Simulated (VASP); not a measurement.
# Re (P6_3/mmc) in VASP: notebook

Runs on Re. Level: PBE. Tasks: single point.

Program: VASP 6.6.1. These are calculated values, not measurements. Logs are shortened: lines on timing, memory, paths and dates and some standing lists are left out, and cuts for length are marked.

## Step 1: The cell of the first run

Symmetry: P6_3/mmc, No. 194, hexagonal system. The conventional cell has a = 2.867 Å, b = 2.867 Å, c = 4.664 Å, α = 90.00°, β = 90.00°, γ = 120.00°. Within 3.8 Å of Re (site symmetry -6m2) lie 12 Re at 2.86 to 2.87 Å.

## Step 2: Single point, PBE

The input, INCAR:

```
ALGO     = Fast           # electronic algorithm
EDIFF    = 1E-7           # SCF threshold, eV
ENCUT    = 520            # plane-wave cutoff, eV
GGA      = PE             # functional
ISIF     = 2              # what is computed and relaxed
ISMEAR   = 0              # smearing method
LASPH    = T              # aspherical terms in the spheres
LCHARG   = F              # write CHGCAR
LREAL    = F              # projectors in reciprocal space
LWAVE    = F              # write WAVECAR
NBANDS   = 14             # bands
NELM     = 100            # most SCF steps
PREC     = Accurate       # precision mode
SIGMA    = 0.15           # smearing width, eV
```

The input, KPOINTS:

```
k-points
0
Gamma
  18 18 10
```

The input, POSCAR:

```
Re
1.0
    2.8673000000      0.0000000000      0.0000000000
   -1.4336500000      2.4831546403      0.0000000000
    0.0000000000      0.0000000000      4.6636000000
Re
2
Direct
    0.3333333333      0.6666666667      0.2500000000
    0.6666666667      0.3333333333      0.7500000000
```

Potentials or basis: VASP PAW PBE potentials, release 64 (Re).

Command:

```bash
$ cat potpaw_PBE.64/Re/POTCAR > POTCAR
$ mpirun -np 1 vasp_std > vasp.out
```

OUTCAR:

```text
EDIFF = 1E-7
   ENCUT = 520
   GGA = PE
   ISIF = 2
   ISMEAR = 0
   LASPH = T
   LREAL = F
   NELM = 100
   PREC = Accurate

 ion  position               nearest neighbor table
   1  0.333  0.667  0.250-   2 2.86   2 2.86   2 2.86   2 2.86   2 2.86   2 2.86
   2  0.667  0.333  0.750-   1 2.86   1 2.86   1 2.86   1 2.86   1 2.86   1 2.86

  LATTYP: Found a hexagonal cell.
 ALAT       =     2.8673000000
 C/A-ratio  =     1.6264778712

  Lattice vectors:

 A1 = (   2.8673000000,   0.0000000000,   0.0000000000)
 A2 = (  -1.4336500000,   2.4831546403,   0.0000000000)
 A3 = (   0.0000000000,   0.0000000000,   4.6636000000)

Analysis of symmetry for initial positions (statically):
=====================================================================
 Subroutine PRICEL returns:
 Original cell was already a primitive cell.

 Routine SETGRP: Setting up the symmetry group for a
 hexagonal supercell.

 Subroutine GETGRP returns: Found 24 space group operations
 (whereof 12 operations were pure point group operations)
 out of a pool of 24 trial point group operations.

The static configuration has the point symmetry D_3d.
 The point group associated with its full space group is D_6h.

Analysis of symmetry for dynamics (positions and initial velocities):
=====================================================================
 Subroutine PRICEL returns:
 Original cell was already a primitive cell.

 Routine SETGRP: Setting up the symmetry group for a
 hexagonal supercell.

 Subroutine GETGRP returns: Found 24 space group operations
 (whereof 12 operations were pure point group operations)
 out of a pool of 24 trial point group operations.

The dynamic configuration has the point symmetry D_3d.
 The point group associated with its full space group is D_6h.

 Subroutine INISYM returns: Found 24 space group operations
 (whereof 12 operations are pure point group operations),
 and found     1 'primitive' translations

----------------------------------------------------------------------------------------

                                     Primitive cell

  volume of cell :      33.2046

  direct lattice vectors                    reciprocal lattice vectors
     2.867300000  0.000000000  0.000000000     0.348760158  0.201356771  0.000000000
    -1.433650000  2.483154640  0.000000000     0.000000000  0.402713542  0.000000000
     0.000000000  0.000000000  4.663600000     0.000000000  0.000000000  0.214426623

  length of vectors
     2.867300000  2.867300000  4.663600000     0.402713542  0.402713542  0.214426623

  position of ions in fractional coordinates (direct lattice)
     0.333333333  0.666666667  0.250000000
     0.666666667  0.333333333  0.750000000

  ion indices of the primitive-cell ions
   primitive index   ion index
                 1           1
                 2           2

----------------------------------------------------------------------------------------

 KPOINTS: k-points

Automatic generation of k-mesh.
 Grid dimensions read from file:
 generate k-points for:   18   18   10

 Generating k-lattice:

  Cartesian coordinates                     Fractional coordinates (reciprocal lattice)
     0.019375564  0.011186487  0.000000000     0.055555556  0.000000000  0.000000000
     0.000000000  0.022372975  0.000000000     0.000000000  0.055555556  0.000000000
     0.000000000  0.000000000  0.021442662     0.000000000  0.000000000  0.100000000

  Length of vectors
     0.022372975  0.022372975  0.021442662

  Shift w.r.t. Gamma in fractional coordinates (k-lattice)
     0.000000000  0.000000000  0.000000000

 Subroutine IBZKPT returns following result:
 ===========================================

 Found    222 irreducible k-points:

 Following reciprocal coordinates:
            Coordinates               Weight
  0.000000  0.000000  0.000000      1.000000
  0.055556  0.000000  0.000000      6.000000
  0.111111  0.000000  0.000000      6.000000
  0.166667  0.000000  0.000000      6.000000
  0.222222  0.000000  0.000000      6.000000
  0.277778  0.000000  0.000000      6.000000
[... 16 lines left out ...]
  0.333333  0.111111  0.000000     12.000000
  0.388889  0.111111  0.000000     12.000000
 [... further k-points ...]
   k-points           NKPTS =    222   k-points in BZ     NKDIM =    222   number of bands    NBANDS=     14
   number of dos      NEDOS =    301   number of ions     NIONS =      2
   total plane-waves  NPLWV =  20736
   dimension x,y,z NGX =    24 NGY =   24 NGZ =   36
   dimension x,y,z NGXF=    48 NGYF=   48 NGZF=   72
   ions per type =               2
   NGX,Y,Z   is equivalent  to a cutoff of  13.92, 13.92, 12.83 a.u.
   NGXF,Y,Z  is equivalent  to a cutoff of  27.83, 27.83, 25.67 a.u.
 SYSTEM =  unknown system
   PREC   = accura    normal or accurate (medium, high low for compatibility)
   ISTART =      0    job   : 0-new  1-cont  2-samecut
   ICHARG =      2    charge: 1-file 2-atom 10-const
   ISPIN  =      1    spin polarized calculation?
   LNONCOLLINEAR =      F non collinear calculations
   LSORBIT =      F    spin-orbit coupling
   LASPH  =      T    aspherical Exc in radial PAW
   ENCUT  =  520.0 eV  38.22 Ry    6.18 a.u.   5.33  5.33  8.67*2*pi/ulx,y,z
   NELM   =    100;   NELMIN=  2; NELMDL= -5     # of ELM steps
   EDIFF  = 0.1E-06   stopping-criterion for ELM
   LREAL  =      F    real-space projection
   EDIFFG = 0.1E-05   stopping-criterion for IOM
   NSW    =      0    number of steps for IOM
   IBRION =     -1    ionic relax: 0-MD 1-quasi-New 2-CG
   NFREE  =      0    steps in history (QN), initial steepest desc. (CG)
   ISIF   =      2    stress and relaxation
   ISYM   =      2    0-nonsym 1-usesym 2-fastsym
   POTIM  = 0.5000    time-step for ionic-motion
   TEBEG  =    0.0;   TEEND  =   0.0 temperature during run
   PSTRESS=    0.0 pullay stress
   NELECT =      14.0000    total number of electrons
   NUPDOWN=      -1.0000    fix difference up-down
   EMIN   =  10.00;   EMAX   =-10.00  energy-range for DOS
   EFERMI =   0.00;   METHOD = LEGACY
   ISMEAR =     0;   SIGMA  =   0.15  broadening in eV -4-tet -1-fermi 0-gaus
   EFERMI_NEDOS =   21; number of points for ismear=-14 and -15
   IALGO  =     68    algorithm
   IMIX   =      4    mixing-type and parameters
     AMIX     =   0.40;   BMIX     =  1.00
     AMIX_MAG =   1.60;   BMIX_MAG =  1.00
  volume/ion in A,a.u.               =      16.60       112.04
  Fermi-wavevector in a.u.,A,eV,Ry     =   1.227585  2.319799 20.503491  1.506964
  Thomas-Fermi vector in A             =   2.362542
   LORBIT       =      0    0 simple, 1 ext, 2 COOP (PROOUT), +10 PAW based schemes
   GGA     = PE    functional components
   LHFCALC =     F    Hartree Fock is set to
   AEXX    =    0.0000 exact exchange contribution
   IVDW    =     0    specifies the selected vdW correction
   LEPSILON=     F    determine dielectric tensor
   LRPA    =     F    only Hartree local field effects (RPA)
 non-spin polarized calculation
 RMM-DIIS sequential band-by-band and
 Gauss-broadening in eV      SIGMA  =   0.15
  energy-cutoff  :      520.00
  volume of cell :       33.20
 maximum number of plane-waves:       917
 NGX is ok and might be reduce to    24
   NGX = 11   NGY = 11   NGZ = 17

 number of electron      14.0000001 magnetization

 Free energy of the ion-electron system (eV)
  ---------------------------------------------------
  ext. energy  EPLUGINS =         0.00000000
  ---------------------------------------------------
  free energy    TOTEN  =       -24.50380789 eV

  energy without entropy =      -24.48266965  energy(sigma->0) =      -24.49323877

 E-fermi :   6.4678     XC(G=0): -13.0723

 val. band max:        6.4664148737   @ k =   0.3889   0.0556   0.4000
 cond. band min:       6.4722376563   @ k =   0.1111   0.1111   0.0000
 fundamental gap:      0.0058227825
 Fermi energy:         6.4677811099

 k-point     1 :       0.0000    0.0000    0.0000
  band No.  band energies     occupation
      1      -2.5709      2.00000
      2       0.6663      2.00000
      3       5.0839      2.00000
      4       5.1815      2.00000
      5       5.1815      2.00000
      6       5.8501      2.00000
      7       5.8501      2.00000
      8       6.6905      0.03577
      9       6.6905      0.03577
     10       6.8371      0.00050
     11       9.2970      0.00000
     12       9.2970      0.00000
     13      14.8573      0.00000
     14      20.4628      0.00000

 k-point     2 :       0.0556    0.0000    0.0000
  band No.  band energies     occupation
      1      -2.4597      2.00000
      2       0.7719      2.00000
      3       4.8414      2.00000
      4       5.2805      2.00000
      5       5.3901      2.00000
      6       5.7734      2.00000
      7       5.9432      2.00000
      8       6.3784      1.60048
      9       6.6098      0.18068
     10       6.6693      0.05743
     11       9.3471      0.00000
     12       9.7897      0.00000
     13      14.8423      0.00000
     14      20.6947      0.00000

 k-point     3 :       0.1111    0.0000    0.0000
  band No.  band energies     occupation
      1      -2.1340      2.00000
      2       1.0706      2.00000
      3       4.4995      2.00000
      4       5.5056      2.00000
      5       5.5687      2.00000
      6       5.5736      2.00000
      7       5.7315      2.00000
      8       6.2182      1.98137
      9       6.3965      1.49873
     10       6.5081      0.70413
     11       9.4722      0.00000
     12      10.8092      0.00000
     13      14.7850      0.00000
     14      21.3094      0.00000
[... 324 lines left out ...]
 k-point    23 :       0.3333    0.1111    0.0000
  band No.  band energies     occupation
      1       1.2469      2.00000
      2       1.9877      2.00000
      3       2.3636      2.00000
      4       4.0696      2.00000
      5       4.7805      2.00000
      6       5.4575      2.00000
      7       5.5970      2.00000
      8       8.3512      0.00000
      9       9.2775      0.00000
     10       9.7940      0.00000
     11      10.3529      0.00000
     12      14.6640      0.00000
     13      15.2732      0.00000
     14      17.0725      0.00000

 k-point    24 :       0.3889    0.1111    0.0000
  band No.  band energies     occupation
      1       1.5292      2.00000
      2       1.8274      2.00000
      3       2.1450      2.00000
      4       4.3879      2.00000
      5       4.7656      2.00000
      6       5.2464      2.00000
      7       5.8787      2.00000
      8       9.1350      0.00000
      9       9.6583      0.00000
     10       9.8061      0.00000
     11      11.1955      0.00000
     12      13.6714      0.00000
     13      15.3503      0.00000
     14      16.7058      0.00000

 [... further k-points ...]
[... 5 lines left out ...]
  --------------------------------------------------------------------------------------
  -------------------------------------------------------------------------------------
  Total       -6.2411129     -6.2411129     -6.7750760     -0.0000000      0.0000000      0.0000000
  in kB     -301.1441466   -301.1441466   -326.9087624     -0.0000000      0.0000000      0.0000000
  external PRESSURE =    -309.7323518 kB  Pullay stress =       0.0000000 kB

 VOLUME and BASIS-vectors are now :
 -----------------------------------------------------------------------------
  energy-cutoff  :      520.00
  volume of cell :       33.20
      direct lattice vectors                 reciprocal lattice vectors
     2.867300000  0.000000000  0.000000000     0.348760158  0.201356771  0.000000000
    -1.433650000  2.483154640  0.000000000     0.000000000  0.402713542  0.000000000
     0.000000000  0.000000000  4.663600000     0.000000000  0.000000000  0.214426623

 POSITION                                       TOTAL-FORCE (eV/Angst)
 -----------------------------------------------------------------------------------
     -0.00000      1.65544      1.16590        -0.000000      0.000000      0.000000
      1.43365      0.82772      3.49770         0.000000     -0.000000      0.000000
 -----------------------------------------------------------------------------------
    total drift:                               -0.000000      0.000000     -0.000000

  FREE ENERGIE OF THE ION-ELECTRON SYSTEM (eV)
  ---------------------------------------------------
  free  energy   TOTEN  =       -24.5038078930 eV

  energy  without entropy=      -24.4826696495  energy(sigma->0) =      -24.49323877
```

It took 1.7 min on 1 thread of Intel Xeon Platinum 8259CL at 2.50GHz (Skylake/Cascade Lake), shared host; peak memory 0.22 GiB.

Results:

| Property | Result |
| --- | --- |
| Free energy | -24.5038 eV |
| Pressure | -31.0 GPa |
| Band gap on the k mesh | zero (bands 7 and 8 overlap by 2.57 eV) |

Stress tensor (GPa, compression positive):
```
-30.11   0.00   0.00
  0.00 -30.11   0.00
  0.00   0.00 -32.69
```

Caveat: the cell stands under tension; spin-orbit coupling is left out, which moves the levels of the heavy elements.

## Step 3: Single point, PBE

This run uses another cell than the first one, of 16.69 Å³/atom.

The input, INCAR:

```
ALGO = Normal ; EDIFF = 1E-7
ENCUT = 520 ; GGA = PE
ISIF = 2 ; ISMEAR = 0
LASPH = True ; LCHARG = False
LREAL = False ; LWAVE = False
NBANDS = 14 ; NELM = 100
PREC = Accurate ; SIGMA = 0.15
```

KPOINTS is that of step 2.

The input, POSCAR:

```
Re
1.0
    2.8211000000      0.0000000000      0.0000000000
   -1.4105500000      2.4431442666      0.0000000000
    0.0000000000      0.0000000000      4.8430000000
Re
2
Direct
    0.3333333333      0.6666666667      0.2500000000
    0.6666666667      0.3333333333      0.7500000000
```

Potentials or basis: VASP PAW PBE potentials, release 64 (Re).

Command:

```bash
$ cat potpaw_PBE.64/Re/POTCAR > POTCAR
$ mpirun -np 1 vasp_std > vasp.out
```

Wall time 88 s (1 thread of Intel Xeon Platinum 8259CL at 2.50GHz (Skylake/Cascade Lake), shared host); peak memory 0.22 GiB.

It converged, with:

- Free energy: -24.3888 eV
- Pressure: -31.1 GPa
- Band gap on the k mesh: zero (bands 7 and 8 overlap by 2.46 eV)

Stress tensor (GPa, compression positive):
```
-24.78   0.00   0.00
  0.00 -24.78   0.00
  0.00   0.00 -43.72
```

Levels at points of the mesh, in eV from the Fermi level:
| k point | band 4 | band 5 | band 6 | band 7 | band 8 | band 9 | band 10 | band 11 |
| --- | --- | --- | --- | --- | --- | --- | --- | --- |
| (0.00, 0.00, 0.00) | -1.29 | -1.29 | -0.75 | -0.75 | -0.22 | 0.55 | 0.55 | 2.73 |
| (0.50, 0.00, 0.00) | -1.64 | -1.50 | -1.24 | -0.97 | 3.18 | 3.62 | 3.93 | 4.99 |
| (0.00, 0.00, 0.50) | -2.44 | -1.30 | -1.30 | -1.30 | -1.30 | 2.02 | 2.02 | 2.02 |
| (0.50, 0.00, 0.50) | -3.71 | 0.49 | 0.49 | 0.69 | 0.69 | 3.78 | 3.78 | 3.79 |

Caveat: the stress differs along the axes, from -44 to -25 GPa; spin-orbit coupling is left out, which moves the levels of the heavy elements.

## Step 4: Single point, PBE

This run uses another cell than the first one, of 16.74 Å³/atom.

The input, INCAR:

```
  PREC = Accurate
  ENCUT = 520
  EDIFF = 1E-6
  ISMEAR = 0
  SIGMA = 0.15
  LREAL = False
  LASPH = True
  NELM = 100
  ALGO = Normal
  ISIF = 2
  LWAVE = False
  LCHARG = True
  GGA = PE
  LELF = True
  LVHAR = True
  NBANDS = 14
```

The input, KPOINTS:

```
regular mesh
0
Gamma
  18 18 10
```

The input, POSCAR:

```
Re
1.0
    2.7748241524      0.0000000000      0.0000000000
   -1.3874120762      2.4030682070      0.0000000000
    0.0000000000      0.0000000000      5.0223000000
Re
2
Direct
    0.3333333333      0.6666666667      0.2500000000
    0.6666666667      0.3333333333      0.7500000000
```

Potentials or basis: VASP PAW PBE potentials, release 64 (Re).

Command:

```bash
$ cat potpaw_PBE.64/Re/POTCAR > POTCAR
$ mpirun -np 1 vasp_std > vasp.out
```

OUTCAR:

```text
PREC = Accurate
   ENCUT = 520
   EDIFF = 1E-6
   ISMEAR = 0
   LREAL = False
   LASPH = True
   NELM = 100
   ISIF = 2
   GGA = PE

 ion  position               nearest neighbor table
   1  0.333  0.667  0.250-   2 2.98   2 2.98   2 2.98   2 2.98   2 2.98   2 2.98
   2  0.667  0.333  0.750-   1 2.98   1 2.98   1 2.98   1 2.98   1 2.98   1 2.98

  LATTYP: Found a hexagonal cell.
 ALAT       =     2.7748241524
 C/A-ratio  =     1.8099525318

  Lattice vectors:

 A1 = (   2.7748241524,   0.0000000000,   0.0000000000)
[... 587 lines left out ...]
      8       8.8937      0.00000
      9       9.0143      0.00000
     10       9.8054      0.00000
     11      11.7009      0.00000
     12      14.1123      0.00000
     13      15.2010      0.00000
     14      16.5740      0.00000

 [... further k-points ...]
[... 5 lines left out ...]
  --------------------------------------------------------------------------------------
  -------------------------------------------------------------------------------------
  Total       -3.7063619     -3.7063619    -10.6816393      0.0000000      0.0000000     -0.0000000
  in kB     -177.3185558   -177.3185558   -511.0275033      0.0000000      0.0000000     -0.0000000
  external PRESSURE =    -288.5548716 kB  Pullay stress =       0.0000000 kB

 VOLUME and BASIS-vectors are now :
 -----------------------------------------------------------------------------
  energy-cutoff  :      520.00
  volume of cell :       33.49
      direct lattice vectors                 reciprocal lattice vectors
     2.774824152  0.000000000  0.000000000     0.360383197  0.208067336  0.000000000
    -1.387412076  2.403068207  0.000000000     0.000000000  0.416134672  0.000000000
     0.000000000  0.000000000  5.022300000     0.000000000  0.000000000  0.199111961

 POSITION                                       TOTAL-FORCE (eV/Angst)
 -----------------------------------------------------------------------------------
     -0.00000      1.60205      1.25558         0.000000      0.000000      0.000000
      1.38741      0.80102      3.76673        -0.000000     -0.000000      0.000000
 -----------------------------------------------------------------------------------
    total drift:                               -0.000000      0.000000     -0.000000

  FREE ENERGIE OF THE ION-ELECTRON SYSTEM (eV)
  ---------------------------------------------------
  free  energy   TOTEN  =       -24.1748123610 eV

  energy  without entropy=      -24.1478669343  energy(sigma->0) =      -24.16133965
```

OSZICAR:

```text
N       E                     dE             d eps       ncg     rms          rms(c)
DAV:   1     0.195134164762E+02    0.19513E+02   -0.66345E+03 12424   0.120E+03
DAV:   2    -0.247049175427E+02   -0.44218E+02   -0.38824E+02 10214   0.264E+02
DAV:   3    -0.258072565655E+02   -0.11023E+01   -0.10680E+01  9576   0.432E+01
DAV:   4    -0.258194191921E+02   -0.12163E-01   -0.12141E-01  9812   0.337E+00
DAV:   5    -0.258196952262E+02   -0.27603E-03   -0.27599E-03  9568   0.860E-01    0.337E+01
DAV:   6    -0.245361233825E+02    0.12836E+01   -0.12324E+00 10702   0.310E+01    0.112E+01
DAV:   7    -0.241904038890E+02    0.34572E+00   -0.61009E-01 10774   0.210E+01    0.113E+00
DAV:   8    -0.241757019561E+02    0.14702E-01   -0.11736E-02 11952   0.169E+00    0.372E-01
DAV:   9    -0.241747845297E+02    0.91743E-03   -0.71395E-04 11752   0.418E-01    0.337E-02
DAV:  10    -0.241748108190E+02   -0.26289E-04   -0.31601E-05  9832   0.488E-02    0.122E-02
DAV:  11    -0.241748124577E+02   -0.16387E-05   -0.25346E-07  5538   0.243E-02    0.354E-03
DAV:  12    -0.241748123610E+02    0.96724E-07   -0.24076E-07  4632   0.118E-02
   1 F= -.24174812E+02 E0= -.24161340E+02  d E =-.269454E-01
```

Wall time 81 s (1 thread of Intel Xeon Platinum 8259CL at 2.50GHz (Skylake/Cascade Lake), shared host); peak memory 0.23 GiB.

What came out:

| Property | Result |
| --- | --- |
| Free energy | -24.1748 eV |
| Pressure | -28.9 GPa |
| Band gap on the k mesh | zero (bands 7 and 8 overlap by 2.44 eV) |

Caveat: the stress differs along the axes, from -51 to -18 GPa; spin-orbit coupling is left out, which moves the levels of the heavy elements.

[end of part 1 of 2]
